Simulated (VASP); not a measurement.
# C (P2_1/c) in VASP: notebook

Runs on C. Level: PBE. Tasks: single point, relaxation of cell and atoms.

All numbers are computed with VASP 6.6.1; they aren't measurements. Logs are shortened: lines on timing, memory, paths and dates and some standing lists are left out, and cuts for length are marked.

### 1 The cell of the first run

Symmetry: P2_1/c, No. 14, monoclinic system. The conventional cell has a = 2.754 Å, b = 2.127 Å, c = 2.994 Å, α = 90.00°, β = 112.35°, γ = 90.00°. Within 2.1 Å of C (site symmetry 1) lie 10 C at 1.55 to 2.08 Å.

### 2 Single point, PBE

INCAR reads:

```
SYSTEM = C
ALGO = Normal ; EDIFF = 1E-7
ENCUT = 520 ; GGA = PE
ISIF = 2 ; ISMEAR = 0
LASPH = .True. ; LCHARG = .True.
LELF = .True. ; LREAL = .False.
LVHAR = .True. ; LWAVE = .False.
NBANDS = 16 ; NELM = 80
PREC = Accurate ; SIGMA = 0.1
```

KPOINTS reads:

```
k-points
0
Gamma
  6 8 6
  0 0 0
```

POSCAR reads:

```
C
1.0
    2.7544920200      0.0000000000      0.0000000000
    0.0000000000      2.1271635300      0.0000000000
   -1.1382990200      0.0000000000      2.7687800900
C
4
Direct
    0.7743377800      0.1595428100      0.1612302100
    0.2256622200      0.6595428100      0.3387697900
    0.2256622200      0.8404571900      0.8387697900
    0.7743377800      0.3404571900      0.6612302100
```

Potentials or basis: VASP PAW PBE potentials, release 64 (C).

Run with:

```bash
$ cat potpaw_PBE.64/C/POTCAR > POTCAR
$ mpirun -np 1 vasp_std > vasp.out
```

OUTCAR:

```text
SYSTEM = C
   EDIFF = 1E-7
   ENCUT = 520
   GGA = PE
   ISIF = 2
   ISMEAR = 0
   LASPH = .True.
   LREAL = .False.
   NELM = 80
   PREC = Accurate

 ion  position               nearest neighbor table
   1  0.774  0.160  0.161-   4 1.55   4 1.55   2 1.57   2 1.57   3 1.60   3 1.96   3 2.05   3 2.05

   2  0.226  0.660  0.339-   3 1.55   3 1.55   1 1.57   1 1.57   4 1.60   4 1.96   4 2.05   4 2.05

   3  0.226  0.840  0.839-   2 1.55   2 1.55   4 1.57   4 1.57   1 1.60   1 1.96   1 2.05   1 2.05

   4  0.774  0.340  0.661-   1 1.55   1 1.55   3 1.57   3 1.57   2 1.60   2 1.96   2 2.05   2 2.05

  LATTYP: Found a simple monoclinic cell.
 ALAT       =     2.7544920200
 B/A-ratio  =     0.7722525658
 C/A-ratio  =     1.0868203186
 COS(beta)  =    -0.3802393810

  Lattice vectors:

 A1 = (   2.7544920200,   0.0000000000,   0.0000000000)
 A2 = (   0.0000000000,   2.1271635300,   0.0000000000)
 A3 = (  -1.1382990200,   0.0000000000,   2.7687800900)

Analysis of symmetry for initial positions (statically):
=====================================================================
 Subroutine PRICEL returns:
 Original cell was already a primitive cell.

 Routine SETGRP: Setting up the symmetry group for a
 simple monoclinic supercell.

 Subroutine GETGRP returns: Found  4 space group operations
 (whereof  2 operations were pure point group operations)
 out of a pool of  4 trial point group operations.

The static configuration has the point symmetry S_2 .
 The point group associated with its full space group is C_2h.

Analysis of symmetry for dynamics (positions and initial velocities):
=====================================================================
 Subroutine PRICEL returns:
 Original cell was already a primitive cell.

 Routine SETGRP: Setting up the symmetry group for a
 simple monoclinic supercell.

 Subroutine GETGRP returns: Found  4 space group operations
 (whereof  2 operations were pure point group operations)
 out of a pool of  4 trial point group operations.

The dynamic configuration has the point symmetry S_2 .
 The point group associated with its full space group is C_2h.

 Subroutine INISYM returns: Found  4 space group operations
 (whereof  2 operations are pure point group operations),
 and found     1 'primitive' translations

----------------------------------------------------------------------------------------

                                     Primitive cell

[... 91 lines left out ...]
   LASPH  =      T    aspherical Exc in radial PAW
   ENCUT  =  520.0 eV  38.22 Ry    6.18 a.u.   5.12  3.96  5.57*2*pi/ulx,y,z
   NELM   =     80;   NELMIN=  2; NELMDL= -5     # of ELM steps
   EDIFF  = 0.1E-06   stopping-criterion for ELM
   LREAL  =      F    real-space projection
   EDIFFG = 0.1E-05   stopping-criterion for IOM
   NSW    =      0    number of steps for IOM
   IBRION =     -1    ionic relax: 0-MD 1-quasi-New 2-CG
   NFREE  =      0    steps in history (QN), initial steepest desc. (CG)
   ISIF   =      2    stress and relaxation
   ISYM   =      2    0-nonsym 1-usesym 2-fastsym
   POTIM  = 0.5000    time-step for ionic-motion
   TEBEG  =    0.0;   TEEND  =   0.0 temperature during run
   PSTRESS=    0.0 pullay stress
   NELECT =      16.0000    total number of electrons
   NUPDOWN=      -1.0000    fix difference up-down
   EMIN   =  10.00;   EMAX   =-10.00  energy-range for DOS
   EFERMI =   0.00;   METHOD = LEGACY
   ISMEAR =     0;   SIGMA  =   0.10  broadening in eV -4-tet -1-fermi 0-gaus
   EFERMI_NEDOS =   21; number of points for ismear=-14 and -15
   IALGO  =     38    algorithm
   IMIX   =      4    mixing-type and parameters
     AMIX     =   0.40;   BMIX     =  1.00
     AMIX_MAG =   1.60;   BMIX_MAG =  1.00
  volume/ion in A,a.u.               =       4.06        27.37
  Fermi-wavevector in a.u.,A,eV,Ry     =   1.629563  3.079428 36.129947  2.655476
  Thomas-Fermi vector in A             =   2.722009
   LORBIT       =      0    0 simple, 1 ext, 2 COOP (PROOUT), +10 PAW based schemes
   GGA     = PE    functional components
   LHFCALC =     F    Hartree Fock is set to
   AEXX    =    0.0000 exact exchange contribution
   IVDW    =     0    specifies the selected vdW correction
   LEPSILON=     F    determine dielectric tensor
   LRPA    =     F    only Hartree local field effects (RPA)
 non-spin polarized calculation
 Gauss-broadening in eV      SIGMA  =   0.10
  energy-cutoff  :      520.00
  volume of cell :       16.22
 maximum number of plane-waves:       456
   NGX = 11   NGY =  7   NGZ = 11

 number of electron      16.0000000 magnetization

 Free energy of the ion-electron system (eV)
  ---------------------------------------------------
  ext. energy  EPLUGINS =         0.00000000
  ---------------------------------------------------
  free energy    TOTEN  =       -20.98015738 eV

  energy without entropy =      -20.97520540  energy(sigma->0) =      -20.97768139

 E-fermi :  17.2049     XC(G=0): -15.4751

 val. band max:       17.1922830324   @ k =   0.0000   0.0000   0.3333
 cond. band min:      17.2101808973   @ k =   0.3333   0.1250   0.5000
 fundamental gap:      0.0178978648
 Fermi energy:        17.2049384491

 k-point     1 :       0.0000    0.0000    0.0000
  band No.  band energies     occupation
      1     -11.0671      2.00000
      2       2.5543      2.00000
      3       4.2788      2.00000
      4       5.3044      2.00000
      5       8.6421      2.00000
      6      10.5374      2.00000
[... 433 lines left out ...]
      3      -1.3826      2.00000
      4       7.3444      2.00000
      5       8.3389      2.00000
      6      14.7673      2.00000
[... 8 lines left out ...]
     15      32.8231      0.00000
     16      34.0001      0.00000

 [... further k-points ...]
[... 5 lines left out ...]
  --------------------------------------------------------------------------------------
  -------------------------------------------------------------------------------------
  Total       21.9821992     33.3334947     11.2865905      0.0000000      0.0000000     -8.5458809
  in kB     2170.9551973   3292.0056386   1114.6601923      0.0000000      0.0000000   -843.9885556
  external PRESSURE =    2192.5403428 kB  Pullay stress =       0.0000000 kB

 VOLUME and BASIS-vectors are now :
 -----------------------------------------------------------------------------
  energy-cutoff  :      520.00
  volume of cell :       16.22
      direct lattice vectors                 reciprocal lattice vectors
     2.754492020  0.000000000  0.000000000     0.363043346  0.000000000  0.149254138
     0.000000000  2.127163530  0.000000000     0.000000000  0.470109602  0.000000000
    -1.138299020  0.000000000  2.768780090     0.000000000  0.000000000  0.361169890

 POSITION                                       TOTAL-FORCE (eV/Angst)
 -----------------------------------------------------------------------------------
      1.94938      0.33937      0.44641         4.184946      1.586033     -0.102086
      0.23596      1.40296      0.93798        -4.184946      1.586033      0.102086
     -0.33319      1.78779      2.32237        -4.184946     -1.586033      0.102086
      1.38023      0.72421      1.83080         4.184946     -1.586033     -0.102086
 -----------------------------------------------------------------------------------
    total drift:                                0.000000      0.000000     -0.000000

  FREE ENERGIE OF THE ION-ELECTRON SYSTEM (eV)
  ---------------------------------------------------
  free  energy   TOTEN  =       -20.9801573820 eV

  energy  without entropy=      -20.9752054049  energy(sigma->0) =      -20.97768139
```

stdout:

```text
POSCAR found type information on POSCAR C
 POSCAR found :  1 types and       4 ions
 scaLAPACK will be used
 LDA part: xc-table for (Slater+PW92), standard interpolation
 POSCAR, INCAR and KPOINTS ok, starting setup
 FFT: planning ... GRIDC
 FFT: planning ... GRID_SOFT
 FFT: planning ... GRID
 WAVECAR not read
 entering main loop
```

Run time: 8.8 s. Hardware: 1 thread of Intel Xeon 6975P-C (Granite Rapids), shared host; peak memory 0.12 GiB.

What came out:

```
Free energy            : -20.9802 eV
Pressure               : 219.3 GPa
Largest force          : 4.477 eV/Å
Band gap on the k mesh : zero (band 8 reaches 19.54 eV, above the bottom of band 9 at 16.70 eV)
```

Forces on the atoms (eV/Å):
```
C    4.185  1.586 -0.102
C   -4.185  1.586  0.102
C   -4.185 -1.586  0.102
C    4.185 -1.586 -0.102
```

Stress tensor (GPa, compression positive):
```
217.10   0.00 -84.40
  0.00 329.20   0.00
-84.40   0.00 111.47
```

Caveat: the k points lie up to 0.41 Å⁻¹ apart; forces of over 1 eV/Å act on the atoms, so gaps and moduli don't describe the material at rest.

[end of part 1 of 2]
